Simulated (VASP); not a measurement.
Input of a VASP 6.6.1 run:

INCAR

```
PREC = Accurate
ENCUT = 500
EDIFF = 1E-6
ISMEAR = 0
SIGMA = 0.2
LREAL = False
LASPH = True
NELM = 200
ALGO = Normal
ISIF = 2
LWAVE = False
LCHARG = False
GGA = PE
NBANDS = 34
GGA_COMPAT = False
LMAXMIX = 6
```

File KPOINTS:

```
regular mesh
0
Gamma
  4 4 3
```

Contents of POSCAR:

```
Tb3YPb
1.0
    4.9071407448      0.0000000000      0.0000000000
    0.0000000000      4.9071407448      0.0000000000
    0.0000000000      0.0000000000      7.0033494403
Tb Y Pb
3 1 1
Direct
    0.5000000000      0.5000000000      0.1556297656
    0.0000000000      0.5000000000      0.4608340213
    0.5000000000      0.0000000000      0.4608340213
    0.0000000000      0.0000000000      0.0201447990
    0.5000000000      0.5000000000      0.7444574228
```

Potentials or basis: VASP PAW PBE potentials, release 64 (Tb_3, Y_sv, Pb_d), 4f in core.

Launch:

```bash
$ cat potpaw_PBE.64/Tb_3/POTCAR potpaw_PBE.64/Y_sv/POTCAR potpaw_PBE.64/Pb_d/POTCAR > POTCAR
$ mpirun -np 1 vasp_std > vasp.out
```

(1) Estimate the pressure.

(2) Predict the largest force.

(3) Predict the band gap on the k mesh.

Answers

(1) 0.4 GPa.

(2) 0.045 eV/Å.

(3) zero (bands 26 and 27 overlap by 0.15 eV).

Caveat: spin-orbit coupling is left out, which moves the levels of the heavy elements; the 4f electrons are frozen in the core, so they carry no moment and show no levels.
